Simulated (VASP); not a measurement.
# Ag (Fm-3m) in VASP: a series of runs

The runs below take Ag through single point, with PBE.

All numbers are computed with VASP 6.6.1; they aren't measurements. Logs are shortened: lines on timing, memory, paths and dates and some standing lists are left out, and cuts for length are marked.

## 1. The cell of the first run

It takes space group Fm-3m (No. 225, cubic). Conventional cell: a = 4.147 Å, b = 4.147 Å, c = 4.147 Å, α = 90.00°, β = 90.00°, γ = 90.00°. Ag (site symmetry m-3m) has 12 Ag at 2.93 Å within 3.9 Å.

## 2. Single point, PBE

File INCAR:

```
  PREC = Accurate
  ENCUT = 520
  EDIFF = 1E-6
  ISMEAR = 0
  SIGMA = 1.0
  LREAL = F
  LASPH = T
  NELM = 60
  ALGO = Normal
  ISIF = 2
  LWAVE = F
  LCHARG = T
  GGA = PE
  LELF = T
  LVHAR = T
  NBANDS = 12
```

File KPOINTS:

```
Automatic mesh
0
Gamma
  13 13 13
```

File POSCAR:

```
Ag
1.0
    0.0000000000      2.0734381516      2.0734381516
    2.0734381516      0.0000000000      2.0734381516
    2.0734381516      2.0734381516      0.0000000000
Ag
1
Direct
    0.0000000000      0.0000000000      0.0000000000
```

Potentials or basis: VASP PAW PBE potentials, release 64 (Ag).

Launch:

```sh
$ cat potpaw_PBE.64/Ag/POTCAR > POTCAR
$ mpirun -np 1 vasp_std > vasp.out
```

OUTCAR:

```text
PREC = Accurate
   ENCUT = 520
   EDIFF = 1E-6
   ISMEAR = 0
   LREAL = F
   LASPH = T
   NELM = 60
   ISIF = 2
   GGA = PE

 ion  position               nearest neighbor table
   1  0.000  0.000  0.000-

  LATTYP: Found a face centered cubic cell.
 ALAT       =     4.1468763032

  Lattice vectors:

 A1 = (   0.0000000000,   2.0734381516,   2.0734381516)
 A2 = (   2.0734381516,   0.0000000000,   2.0734381516)
 A3 = (   2.0734381516,   2.0734381516,   0.0000000000)

Analysis of symmetry for initial positions (statically):
=====================================================================
 Subroutine PRICEL returns:
 Original cell was already a primitive cell.

 Routine SETGRP: Setting up the symmetry group for a
 face centered cubic supercell.

 Subroutine GETGRP returns: Found 48 space group operations
[... 9 lines left out ...]

 Routine SETGRP: Setting up the symmetry group for a
 face centered cubic supercell.

 Subroutine GETGRP returns: Found 48 space group operations
[... 11 lines left out ...]
                                     Primitive cell

  volume of cell :      17.8280

  direct lattice vectors                    reciprocal lattice vectors
     0.000000000  2.073438152  2.073438152    -0.241145365  0.241145365  0.241145365
     2.073438152  0.000000000  2.073438152     0.241145365 -0.241145365  0.241145365
     2.073438152  2.073438152  0.000000000     0.241145365  0.241145365 -0.241145365

  length of vectors
     2.932284355  2.932284355  2.932284355     0.417676024  0.417676024  0.417676024

  position of ions in fractional coordinates (direct lattice)
     0.000000000  0.000000000  0.000000000

  ion indices of the primitive-cell ions
   primitive index   ion index
                 1           1

----------------------------------------------------------------------------------------

 KPOINTS: Automatic mesh

Automatic generation of k-mesh.
 Grid dimensions read from file:
 generate k-points for:   13   13   13

 Generating k-lattice:

  Cartesian coordinates                     Fractional coordinates (reciprocal lattice)
    -0.018549643  0.018549643  0.018549643     0.076923077  0.000000000  0.000000000
     0.018549643 -0.018549643  0.018549643     0.000000000  0.076923077  0.000000000
     0.018549643  0.018549643 -0.018549643     0.000000000  0.000000000  0.076923077

  Length of vectors
     0.032128925  0.032128925  0.032128925

[... 57 lines left out ...]
   IBRION =     -1    ionic relax: 0-MD 1-quasi-New 2-CG
   NFREE  =      0    steps in history (QN), initial steepest desc. (CG)
   ISIF   =      2    stress and relaxation
   ISYM   =      2    0-nonsym 1-usesym 2-fastsym
   POTIM  = 0.5000    time-step for ionic-motion
   TEBEG  =    0.0;   TEEND  =   0.0 temperature during run
   PSTRESS=    0.0 pullay stress
   NELECT =      11.0000    total number of electrons
   NUPDOWN=      -1.0000    fix difference up-down
   EMIN   =  10.00;   EMAX   =-10.00  energy-range for DOS
   EFERMI =   0.00;   METHOD = LEGACY
   ISMEAR =     0;   SIGMA  =   1.00  broadening in eV -4-tet -1-fermi 0-gaus
   EFERMI_NEDOS =   21; number of points for ismear=-14 and -15
   IALGO  =     38    algorithm
   IMIX   =      4    mixing-type and parameters
     AMIX     =   0.40;   BMIX     =  1.00
     AMIX_MAG =   1.60;   BMIX_MAG =  1.00
  volume/ion in A,a.u.               =      17.83       120.31
  Fermi-wavevector in a.u.,A,eV,Ry     =   1.393706  2.633723 26.428197  1.942418
  Thomas-Fermi vector in A             =   2.517327
   LORBIT       =      0    0 simple, 1 ext, 2 COOP (PROOUT), +10 PAW based schemes
   GGA     = PE    functional components
   LHFCALC =     F    Hartree Fock is set to
   AEXX    =    0.0000 exact exchange contribution
   IVDW    =     0    specifies the selected vdW correction
   LEPSILON=     F    determine dielectric tensor
   LRPA    =     F    only Hartree local field effects (RPA)
 non-spin polarized calculation
 Gauss-broadening in eV      SIGMA  =   1.00
  energy-cutoff  :      520.00
  volume of cell :       17.83
 maximum number of plane-waves:       531
 NGX is ok and might be reduce to    24
   NGX = 11   NGY = 11   NGZ = 11

 number of electron      11.0000000 magnetization

 Free energy of the ion-electron system (eV)
  ---------------------------------------------------
  ext. energy  EPLUGINS =         0.00000000
  ---------------------------------------------------
  free energy    TOTEN  =        -2.78487694 eV

  energy without entropy =       -2.65257374  energy(sigma->0) =       -2.71872534

 E-fermi :   7.8498     XC(G=0): -11.9469

 val. band max:        7.7639655189   @ k =   0.4615   0.2308   0.0000
 cond. band min:       7.9578591509   @ k =  -0.4615   0.0769   0.0000
 fundamental gap:      0.1938936319
 Fermi energy:         7.8497581426

 k-point     1 :       0.0000    0.0000    0.0000
  band No.  band energies     occupation
      1       0.3792      2.00000
      2       3.1693      2.00000
      3       3.1693      2.00000
      4       3.1693      2.00000
      5       4.1236      2.00000
      6       4.1236      2.00000
      7      23.7461      0.00000
      8      27.0605      0.00000
      9      27.0605      0.00000
     10      27.0605      0.00000
     11      31.7632      0.00000
     12      32.6236      0.00000
[... 331 lines left out ...]
 k-point    24 :       0.4615    0.1538    0.0000
  band No.  band energies     occupation
      1       2.0478      2.00000
      2       2.9952      2.00000
      3       3.5130      2.00000
      4       3.7497      2.00000
      5       4.8800      1.99997
      6       7.4752      1.40367
      7      13.2789      0.00000
      8      21.7960      0.00000
      9      22.8582      0.00000
     10      24.0279      0.00000
     11      32.1645      0.00000
     12      32.1788      0.00000

 [... further k-points ...]

------------------------ aborting loop because EDIFF is reached ----------------------------------------

  FORCE on cell =-STRESS in cart. coord.  units (eV):
  Direction    XX          YY          ZZ          XY          YZ          ZX
  --------------------------------------------------------------------------------------
  -------------------------------------------------------------------------------------
  Total        0.0312083      0.0312083      0.0312083     -0.0000000     -0.0000000      0.0000000
  in kB        2.8046459      2.8046459      2.8046459     -0.0000000     -0.0000000      0.0000000
  external PRESSURE =       2.8046459 kB  Pullay stress =       0.0000000 kB

 VOLUME and BASIS-vectors are now :
 -----------------------------------------------------------------------------
  energy-cutoff  :      520.00
  volume of cell :       17.83
      direct lattice vectors                 reciprocal lattice vectors
     0.000000000  2.073438152  2.073438152    -0.241145365  0.241145365  0.241145365
     2.073438152  0.000000000  2.073438152     0.241145365 -0.241145365  0.241145365
     2.073438152  2.073438152  0.000000000     0.241145365  0.241145365 -0.241145365

 POSITION                                       TOTAL-FORCE (eV/Angst)
 -----------------------------------------------------------------------------------
      0.00000      0.00000      0.00000         0.000000      0.000000     -0.000000
 -----------------------------------------------------------------------------------
    total drift:                                0.000000      0.000000      0.000000

  FREE ENERGIE OF THE ION-ELECTRON SYSTEM (eV)
  ---------------------------------------------------
  free  energy   TOTEN  =        -2.7848769365 eV

  energy  without entropy=       -2.6525737377  energy(sigma->0) =       -2.71872534
```

OSZICAR:

```text
N       E                     dE             d eps       ncg     rms          rms(c)
DAV:   1     0.507912556659E+02    0.50791E+02   -0.55147E+03  2040   0.826E+02
DAV:   2    -0.222669043040E+01   -0.53018E+02   -0.50492E+02  2336   0.191E+02
DAV:   3    -0.302826257885E+01   -0.80157E+00   -0.80111E+00  2428   0.249E+01
DAV:   4    -0.303083029532E+01   -0.25677E-02   -0.25676E-02  2284   0.146E+00
DAV:   5    -0.303085138697E+01   -0.21092E-04   -0.21093E-04  2440   0.118E-01    0.471E+00
DAV:   6    -0.279382645915E+01    0.23702E+00   -0.97330E-01  2200   0.874E+00    0.312E+00
DAV:   7    -0.278740754284E+01    0.64189E-02   -0.71971E-03  2296   0.818E-01    0.179E+00
DAV:   8    -0.278486304281E+01    0.25445E-02   -0.71839E-04  2308   0.206E-01    0.772E-02
DAV:   9    -0.278487187500E+01   -0.88322E-05   -0.92598E-06  2376   0.227E-02    0.255E-02
DAV:  10    -0.278487726965E+01   -0.53947E-05   -0.41855E-06  2328   0.193E-02    0.425E-03
DAV:  11    -0.278487693650E+01    0.33315E-06   -0.80470E-08  1284   0.238E-03
   1 F= -.27848769E+01 E0= -.27187253E+01  d E =-.132303E+00
```

stdout:

```text
POSCAR found type information on POSCAR Ag
 POSCAR found :  1 types and       1 ions
 scaLAPACK will be used
 LDA part: xc-table for (Slater+PW92), standard interpolation
 POSCAR, INCAR and KPOINTS ok, starting setup
 FFT: planning ... GRIDC
 FFT: planning ... GRID_SOFT
 FFT: planning ... GRID
 WAVECAR not read
 entering main loop
```

Wall time 6.4 s (1 thread of Intel Xeon 6975P-C (Granite Rapids), shared host); peak memory 0.14 GiB.

What came out:

```
Free energy : -2.7849 eV
Pressure    : 0.3 GPa
```

## 3. Single point, PBE

File INCAR:

```
PREC = Accurate ; ENCUT = 520
EDIFF = 1E-7 ; ISMEAR = 1
SIGMA = 0.01 ; LREAL = F
LASPH = T ; NELM = 80
ALGO = Normal ; ISIF = 2
LWAVE = F ; LCHARG = F
GGA = PE ; NBANDS = 12
```

KPOINTS is that of step 2.

POSCAR is that of step 2.

Potentials or basis: VASP PAW PBE potentials, release 64 (Ag).

Launch:

```sh
$ cat potpaw_PBE.64/Ag/POTCAR > POTCAR
$ mpirun -np 1 vasp_std > vasp.out
```

Run time: 6.3 s. Hardware: 1 thread of Intel Xeon 6975P-C (Granite Rapids), shared host; peak memory 0.14 GiB.

The run converged. Its results:

```yaml
Free_energy: -2.7148 eV
Pressure: -0.3 GPa
```

Levels at points of the mesh, in eV from the Fermi level:
```
           k point  band 3  band 4  band 5  band 6  band 7  band 8  band 9  band 10
(0.00, 0.00, 0.00)   -4.84   -4.84   -3.89   -3.89   15.73   19.05   19.05    19.05
```

## 4. Single point, PBE

File INCAR:

```
SYSTEM = Ag
PREC = Accurate ; ENCUT = 520
EDIFF = 1E-6 ; ISMEAR = 1
SIGMA = 0.03 ; LREAL = .FALSE.
LASPH = .TRUE. ; NELM = 80
ALGO = Normal ; ISIF = 2
LWAVE = .FALSE. ; LCHARG = .FALSE.
GGA = PE ; NBANDS = 12
```

File KPOINTS:

```
Automatic mesh
0
G
  13 13 13
  0 0 0
```

POSCAR is that of step 3.

Launch:

```sh
$ cat potpaw_PBE.64/Ag/POTCAR > POTCAR
$ mpirun -np 1 vasp_std > vasp.out
```

Wall time 6 s (1 thread of Intel Xeon 6975P-C (Granite Rapids), shared host); peak memory 0.15 GiB.

It converged, with:

```
Free energy : -2.7148 eV
Pressure    : -0.3 GPa
```

Levels at points of the mesh, in eV from the Fermi level:
```csv
k point,band 4,band 5,band 6,band 7,band 8,band 9
"(0.00, 0.00, 0.00)",-4.85,-3.90,-3.90,15.73,19.04,19.04
```

## 5. Single point, PBE

File INCAR:

```
ALGO = Normal
EDIFF = 1E-6
ENCUT = 520
GGA = PE
ISIF = 2
ISMEAR = 1
LASPH = T
LCHARG = F
LREAL = F
LWAVE = F
NBANDS = 12
NELM = 60
PREC = Accurate
SIGMA = 0.1
```

File KPOINTS:

```
k-points
0
Gamma
  13 13 13
```

POSCAR is that of step 4.

Launch:

```sh
$ cat potpaw_PBE.64/Ag/POTCAR > POTCAR
$ mpirun -np 1 vasp_std > vasp.out
```

Run time: 5.9 s. Hardware: 1 thread of Intel Xeon 6975P-C (Granite Rapids), shared host; peak memory 0.15 GiB.

Results (log left out):

```yaml
Free_energy: -2.7149 eV
Pressure: -0.3 GPa
```

Levels at points of the mesh, in eV from the Fermi level:
```
           k point  band 3  band 4  band 5  band 6  band 7  band 8  band 9  band 10
(0.00, 0.00, 0.00)   -4.85   -4.85   -3.90   -3.90   15.73   19.04   19.04    19.04
```

## 6. Summary

| smearing | gap on the mesh (eV) | pressure (GPa) |
| --- | --- | --- |
| gaussian 1 eV | none | 0.3 |
| methfessel-paxton 0.01 eV | none | -0.3 |
| methfessel-paxton 0.03 eV | none | -0.3 |
| methfessel-paxton 0.1 eV | none | -0.3 |

Alike in all rows: task single point; level PBE; potentials or basis VASP PAW PBE potentials, release 64 (Ag); no spin polarisation; cell as given; k mesh 13 × 13 × 13; cutoff (eV) 520.

Every run on the cell as given and a fine mesh finds a metal.

Absolute energies hang on the potentials; compare differences alone.
